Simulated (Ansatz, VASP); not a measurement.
Two plane-wave programs on CaS

```
Ca S
1.0
     0.00000    2.84794    2.84794
     2.84794    0.00000    2.84794
     2.84794    2.84794    0.00000
Ca S
1 1
Direct
  0.00000 0.00000 0.00000
  0.50000 0.50000 0.50000
```

Alike in both runs: task single point; functional PBE-based screened hybrid; k mesh 4 × 4 × 4; no spin polarisation.

|  | VASP | Ansatz |
| --- | --- | --- |
| version | VASP 6.6.1 | Ansatz 0.2.0 |
| potentials or method | VASP PAW PBE potentials, release 64 (Ca_sv, S) | plane waves |
| plane-wave cutoff (eV) | 400 | 420 |
| occupations | gaussian, width 0.01 eV | fixed |
| valence electrons in the cell | 16 | 16 |

Ansatz gave:

- gap on the k mesh at the Fermi level (eV): 5.63
- pressure (GPa): -0.8

Question: What did VASP give for the same quantities?

Answer: gap on the k mesh at the Fermi level (eV): 5.62; pressure (GPa): -0.6.

VASP's potentials were made for PBE, not for PBE-based screened hybrid. Ansatz's warnings: stress exchange threshold loose, stress scf threshold loose.

The k mesh is coarse, so the values compare programs but aren't converged.
